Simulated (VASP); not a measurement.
# AgCl (Fm-3m) in VASP: single point with LDA

Aim: the single point of AgCl with LDA.

Program: VASP 6.6.1. These are calculated values, not measurements. Logs are shortened: lines on timing, memory, paths and dates and some standing lists are left out, and cuts for length are marked.

## Step 1: The cell of the first run

It takes space group Fm-3m (No. 225, cubic). Conventional cell: a = 5.546 Å, b = 5.546 Å, c = 5.546 Å, α = 90.00°, β = 90.00°, γ = 90.00°. Within 3.7 Å of Ag (site symmetry m-3m) lie 6 Cl at 2.77 Å. Cl (site symmetry m-3m) has 6 Ag at 2.77 Å within 3.7 Å.

## Step 2: Single point, LDA

INCAR reads:

```
SYSTEM = AgCl
PREC     = Accurate       ! precision mode
ENCUT    = 520            ! plane-wave cutoff, eV
EDIFF    = 1E-7           ! SCF threshold, eV
ISMEAR   = 0              ! smearing method
SIGMA    = 0.05           ! smearing width, eV
LREAL    = .False.        ! projectors in reciprocal space
LASPH    = .True.         ! aspherical terms in the spheres
NELM     = 100            ! most SCF steps
ALGO     = Normal         ! electronic algorithm
ISIF     = 2              ! what is computed and relaxed
LWAVE    = .False.        ! write WAVECAR
LCHARG   = .True.         ! write CHGCAR
LELF     = .True.         ! ELF
LVHAR    = .True.       
NBANDS   = 16             ! bands
```

KPOINTS reads:

```
Automatic mesh
0
Gamma
  8 8 8
  0 0 0
```

POSCAR reads:

```
AgCl
1.0
    0.0000000000      2.7731500000      2.7731500000
    2.7731500000      0.0000000000      2.7731500000
    2.7731500000      2.7731500000      0.0000000000
Ag Cl
1 1
Direct
    0.5000000000      0.5000000000      0.5000000000
    0.0000000000      0.0000000000      0.0000000000
```

Potentials or basis: VASP PAW LDA potentials, release 64 (Ag, Cl).

Started as:

```console
> cat potpaw_LDA.64/Ag/POTCAR potpaw_LDA.64/Cl/POTCAR > POTCAR
> mpirun -np 1 vasp_std > vasp.out
```

OUTCAR:

```text
SYSTEM = AgCl
   PREC = Accurate
   ENCUT = 520
   EDIFF = 1E-7
   ISMEAR = 0
   LREAL = .False.
   LASPH = .True.
   NELM = 100
   ISIF = 2

 ion  position               nearest neighbor table
   1  0.500  0.500  0.500-   2 2.77   2 2.77   2 2.77   2 2.77   2 2.77   2 2.77
   2  0.000  0.000  0.000-   1 2.77   1 2.77   1 2.77   1 2.77   1 2.77   1 2.77

  LATTYP: Found a face centered cubic cell.
 ALAT       =     5.5463000000

  Lattice vectors:

 A1 = (   0.0000000000,   2.7731500000,   2.7731500000)
 A2 = (   2.7731500000,   0.0000000000,   2.7731500000)
 A3 = (   2.7731500000,   2.7731500000,   0.0000000000)

Analysis of symmetry for initial positions (statically):
=====================================================================
 Subroutine PRICEL returns:
 Original cell was already a primitive cell.

 Routine SETGRP: Setting up the symmetry group for a
 face centered cubic supercell.

 Subroutine GETGRP returns: Found 48 space group operations
 (whereof 48 operations were pure point group operations)
 out of a pool of 48 trial point group operations.

The static configuration has the point symmetry O_h .

Analysis of symmetry for dynamics (positions and initial velocities):
=====================================================================
 Subroutine PRICEL returns:
 Original cell was already a primitive cell.

 Routine SETGRP: Setting up the symmetry group for a
 face centered cubic supercell.

 Subroutine GETGRP returns: Found 48 space group operations
 (whereof 48 operations were pure point group operations)
 out of a pool of 48 trial point group operations.

The dynamic configuration has the point symmetry O_h .

 Subroutine INISYM returns: Found 48 space group operations
 (whereof 48 operations are pure point group operations),
 and found     1 'primitive' translations

----------------------------------------------------------------------------------------

                                     Primitive cell

  volume of cell :      42.6530

  direct lattice vectors                    reciprocal lattice vectors
     0.000000000  2.773150000  2.773150000    -0.180300380  0.180300380  0.180300380
     2.773150000  0.000000000  2.773150000     0.180300380 -0.180300380  0.180300380
     2.773150000  2.773150000  0.000000000     0.180300380  0.180300380 -0.180300380

  length of vectors
     3.921826340  3.921826340  3.921826340     0.312289420  0.312289420  0.312289420

  position of ions in fractional coordinates (direct lattice)
[... 8 lines left out ...]
----------------------------------------------------------------------------------------

 KPOINTS: Automatic mesh

Automatic generation of k-mesh.
 Grid dimensions read from file:
 generate k-points for:    8    8    8

 Generating k-lattice:

  Cartesian coordinates                     Fractional coordinates (reciprocal lattice)
    -0.022537548  0.022537548  0.022537548     0.125000000  0.000000000  0.000000000
     0.022537548 -0.022537548  0.022537548     0.000000000  0.125000000  0.000000000
     0.022537548  0.022537548 -0.022537548     0.000000000  0.000000000  0.125000000

  Length of vectors
     0.039036177  0.039036177  0.039036177

  Shift w.r.t. Gamma in fractional coordinates (k-lattice)
     0.000000000  0.000000000  0.000000000

 Subroutine IBZKPT returns following result:
 ===========================================

 Found     29 irreducible k-points:

 Following reciprocal coordinates:
            Coordinates               Weight
  0.000000  0.000000  0.000000      1.000000
  0.125000  0.000000  0.000000      8.000000
  0.250000  0.000000  0.000000      8.000000
  0.375000  0.000000  0.000000      8.000000
  0.500000  0.000000  0.000000      4.000000
  0.125000  0.125000  0.000000      6.000000
[... 16 lines left out ...]
  0.500000  0.250000  0.125000     48.000000
 -0.375000  0.250000  0.125000     24.000000
 [... further k-points ...]
   k-points           NKPTS =     29   k-points in BZ     NKDIM =     29   number of bands    NBANDS=     16
   number of dos      NEDOS =    301   number of ions     NIONS =      2
   total plane-waves  NPLWV =  27000
   dimension x,y,z NGX =    30 NGY =   30 NGZ =   30
   dimension x,y,z NGXF=    60 NGYF=   60 NGZF=   60
   ions per type =               1   1
   NGX,Y,Z   is equivalent  to a cutoff of  12.72, 12.72, 12.72 a.u.
   NGXF,Y,Z  is equivalent  to a cutoff of  25.43, 25.43, 25.43 a.u.
 SYSTEM =  AgCl
   PREC   = accura    normal or accurate (medium, high low for compatibility)
   ISTART =      0    job   : 0-new  1-cont  2-samecut
   ICHARG =      2    charge: 1-file 2-atom 10-const
   ISPIN  =      1    spin polarized calculation?
   LNONCOLLINEAR =      F non collinear calculations
   LSORBIT =      F    spin-orbit coupling
   LASPH  =      T    aspherical Exc in radial PAW
   ENCUT  =  520.0 eV  38.22 Ry    6.18 a.u.   7.29  7.29  7.29*2*pi/ulx,y,z
   NELM   =    100;   NELMIN=  2; NELMDL= -5     # of ELM steps
   EDIFF  = 0.1E-06   stopping-criterion for ELM
   LREAL  =      F    real-space projection
   EDIFFG = 0.1E-05   stopping-criterion for IOM
   NSW    =      0    number of steps for IOM
   IBRION =     -1    ionic relax: 0-MD 1-quasi-New 2-CG
   NFREE  =      0    steps in history (QN), initial steepest desc. (CG)
   ISIF   =      2    stress and relaxation
   ISYM   =      2    0-nonsym 1-usesym 2-fastsym
   POTIM  = 0.5000    time-step for ionic-motion
   TEBEG  =    0.0;   TEEND  =   0.0 temperature during run
   PSTRESS=    0.0 pullay stress
   NELECT =      18.0000    total number of electrons
   NUPDOWN=      -1.0000    fix difference up-down
   EMIN   =  10.00;   EMAX   =-10.00  energy-range for DOS
   EFERMI =   0.00;   METHOD = LEGACY
   ISMEAR =     0;   SIGMA  =   0.05  broadening in eV -4-tet -1-fermi 0-gaus
   EFERMI_NEDOS =   21; number of points for ismear=-14 and -15
   IALGO  =     38    algorithm
   IMIX   =      4    mixing-type and parameters
     AMIX     =   0.40;   BMIX     =  1.00
     AMIX_MAG =   1.60;   BMIX_MAG =  1.00
  volume/ion in A,a.u.               =      21.33       143.92
  Fermi-wavevector in a.u.,A,eV,Ry     =   1.227955  2.320498 20.515850  1.507872
  Thomas-Fermi vector in A             =   2.362898
   LORBIT       =      0    0 simple, 1 ext, 2 COOP (PROOUT), +10 PAW based schemes
   GGA     = CA    functional components
   LHFCALC =     F    Hartree Fock is set to
   AEXX    =    0.0000 exact exchange contribution
   IVDW    =     0    specifies the selected vdW correction
   LEPSILON=     F    determine dielectric tensor
   LRPA    =     F    only Hartree local field effects (RPA)
 non-spin polarized calculation
 Gauss-broadening in eV      SIGMA  =   0.05
  energy-cutoff  :      520.00
  volume of cell :       42.65
 maximum number of plane-waves:      1174
 NGX is ok and might be reduce to    30
   NGX = 15   NGY = 15   NGZ = 15

 number of electron      18.0000005 magnetization

 Free energy of the ion-electron system (eV)
  ---------------------------------------------------
  ext. energy  EPLUGINS =         0.00000000
  ---------------------------------------------------
  free energy    TOTEN  =        -6.71206197 eV

  energy without entropy =       -6.71206197  energy(sigma->0) =       -6.71206197

 E-fermi :   3.8190     XC(G=0): -10.4399

 val. band max:        3.5776466833   @ k =   0.5000   0.0000   0.0000
 cond. band min:       4.2197492703   @ k =   0.0000   0.0000   0.0000
 fundamental gap:      0.6421025870
 Fermi energy:         3.8189901820

 k-point     1 :       0.0000    0.0000    0.0000
  band No.  band energies     occupation
      1     -11.4690      2.00000
      2       1.0567      2.00000
      3       1.0567      2.00000
      4       1.0567      2.00000
      5       1.0949      2.00000
      6       1.0949      2.00000
[... 8 lines left out ...]
     15      16.5759      0.00000
     16      16.5759      0.00000

 k-point     2 :       0.1250    0.0000    0.0000
  band No.  band energies     occupation
      1     -11.4062      2.00000
      2       0.3825      2.00000
      3       0.4428      2.00000
      4       0.4428      2.00000
      5       1.1127      2.00000
      6       1.1127      2.00000
[... 8 lines left out ...]
     15      15.4589      0.00000
     16      15.9983      0.00000

 k-point     3 :       0.2500    0.0000    0.0000
  band No.  band energies     occupation
      1     -11.2479      2.00000
      2      -0.6715      2.00000
      3      -0.1336      2.00000
      4      -0.1336      2.00000
      5       1.2428      2.00000
      6       1.2428      2.00000
[... 8 lines left out ...]
     15      15.7481      0.00000
     16      15.8928      0.00000

 k-point     4 :       0.3750    0.0000    0.0000
  band No.  band energies     occupation
      1     -11.0789      2.00000
      2      -1.4659      2.00000
      3      -0.5013      2.00000
      4      -0.5013      2.00000
      5       1.3785      2.00000
      6       1.3785      2.00000
[... 8 lines left out ...]
     15      16.6372      0.00000
     16      16.6372      0.00000

 k-point     5 :       0.5000    0.0000    0.0000
  band No.  band energies     occupation
      1     -11.0053      2.00000
      2      -1.7577      2.00000
      3      -0.6273      2.00000
      4      -0.6273      2.00000
      5       1.4365      2.00000
      6       1.4365      2.00000
[... 8 lines left out ...]
     15      17.2496      0.00000
     16      17.2496      0.00000

 k-point     6 :       0.1250    0.1250    0.0000
  band No.  band energies     occupation
      1     -11.3876      2.00000
      2      -0.1070      2.00000
      3       0.7337      2.00000
      4       0.7337      2.00000
      5       1.0058      2.00000
      6       1.1231      2.00000
[... 8 lines left out ...]
     15      17.3488      0.00000
     16      17.4862      0.00000

 k-point     7 :       0.2500    0.1250    0.0000
  band No.  band energies     occupation
      1     -11.2669      2.00000
      2      -0.6893      2.00000
      3       0.1714      2.00000
      4       0.2479      2.00000
      5       1.0770      2.00000
      6       1.2608      2.00000
[... 8 lines left out ...]
     15      16.9440      0.00000
     16      17.3482      0.00000

 k-point     8 :       0.3750    0.1250    0.0000
  band No.  band energies     occupation
      1     -11.1072      2.00000
      2      -1.2304      2.00000
      3      -0.4099      2.00000
      4      -0.2453      2.00000
      5       1.2270      2.00000
      6       1.4030      2.00000
[... 8 lines left out ...]
     15      17.3187      0.00000
     16      17.3278      0.00000

 k-point     9 :       0.5000    0.1250    0.0000
  band No.  band energies     occupation
      1     -11.0033      2.00000
      2      -1.5760      2.00000
      3      -0.6155      2.00000
      4      -0.5353      2.00000
      5       1.3731      2.00000
      6       1.4513      2.00000
[... 8 lines left out ...]
     15      17.4089      0.00000
     16      18.0274      0.00000
[... 172 lines left out ...]
 k-point    19 :       0.5000    0.3750    0.0000
  band No.  band energies     occupation
      1     -10.9914      2.00000
      2      -0.8635      2.00000
      3      -0.0112      2.00000
      4       0.1615      2.00000
      5       0.9710      2.00000
      6       1.5148      2.00000
[... 8 lines left out ...]
     15      18.4294      0.00000
     16      18.9770      0.00000

 k-point    20 :      -0.3750    0.3750    0.0000
  band No.  band energies     occupation
      1     -10.9630      2.00000
      2      -0.7015      2.00000
      3      -0.6554      2.00000
      4      -0.2461      2.00000
      5       1.1953      2.00000
      6       1.4989      2.00000
[... 8 lines left out ...]
     15      17.2258      0.00000
     16      19.4300      0.00000

 k-point    21 :       0.5000    0.5000    0.0000
  band No.  band energies     occupation
      1     -10.9884      2.00000
      2      -0.8053      2.00000
      3       0.5111      2.00000
      4       0.5111      2.00000
      5       0.7149      2.00000
      6       1.2898      2.00000
[... 8 lines left out ...]
     15      18.7610      0.00000
     16      18.7610      0.00000

 k-point    22 :       0.3750    0.2500    0.1250
  band No.  band energies     occupation
      1     -11.1510      2.00000
      2      -1.0490      2.00000
      3      -0.2156      2.00000
      4       0.1500      2.00000
      5       1.1553      2.00000
      6       1.3594      2.00000
[... 8 lines left out ...]
     15      17.6622      0.00000
     16      18.7151      0.00000

 k-point    23 :       0.5000    0.2500    0.1250
  band No.  band energies     occupation
      1     -11.0304      2.00000
      2      -1.2644      2.00000
      3      -0.5099      2.00000
      4      -0.2549      2.00000
      5       1.2771      2.00000
      6       1.4433      2.00000
[... 8 lines left out ...]
     15      17.8672      0.00000
     16      18.5676      0.00000

 k-point    24 :      -0.3750    0.2500    0.1250
  band No.  band energies     occupation
      1     -10.9790      2.00000
      2      -1.3306      2.00000
      3      -0.5607      2.00000
      4      -0.5104      2.00000
      5       1.3680      2.00000
      6       1.4386      2.00000
[... 8 lines left out ...]
     15      16.9287      0.00000
     16      18.4413      0.00000

 [... further k-points ...]

------------------------ aborting loop because EDIFF is reached ----------------------------------------

  FORCE on cell =-STRESS in cart. coord.  units (eV):
  Direction    XX          YY          ZZ          XY          YZ          ZX
  --------------------------------------------------------------------------------------
  -------------------------------------------------------------------------------------
  Total       -1.4844029     -1.4844029     -1.4844029      0.0000000      0.0000000      0.0000000
  in kB      -55.7586566    -55.7586566    -55.7586566      0.0000000      0.0000000      0.0000000
  external PRESSURE =     -55.7586566 kB  Pullay stress =       0.0000000 kB

 VOLUME and BASIS-vectors are now :
 -----------------------------------------------------------------------------
  energy-cutoff  :      520.00
  volume of cell :       42.65
      direct lattice vectors                 reciprocal lattice vectors
     0.000000000  2.773150000  2.773150000    -0.180300380  0.180300380  0.180300380
     2.773150000  0.000000000  2.773150000     0.180300380 -0.180300380  0.180300380
     2.773150000  2.773150000  0.000000000     0.180300380  0.180300380 -0.180300380

 POSITION                                       TOTAL-FORCE (eV/Angst)
 -----------------------------------------------------------------------------------
      2.77315      2.77315      2.77315        -0.000000     -0.000000     -0.000000
      0.00000      0.00000      0.00000         0.000000      0.000000      0.000000
 -----------------------------------------------------------------------------------
    total drift:                                0.000000      0.000000      0.000000

  FREE ENERGIE OF THE ION-ELECTRON SYSTEM (eV)
  ---------------------------------------------------
  free  energy   TOTEN  =        -6.7120619718 eV

  energy  without entropy=       -6.7120619718  energy(sigma->0) =       -6.71206197
```

It took 7.7 s on 1 thread of Intel Xeon 6975P-C (Granite Rapids), shared host; peak memory 0.15 GiB.

What came out:

* Free energy: -6.7121 eV
* Pressure: -5.6 GPa
* Band gap on the k mesh: 0.64 eV, indirect (least direct gap 2.95 eV)
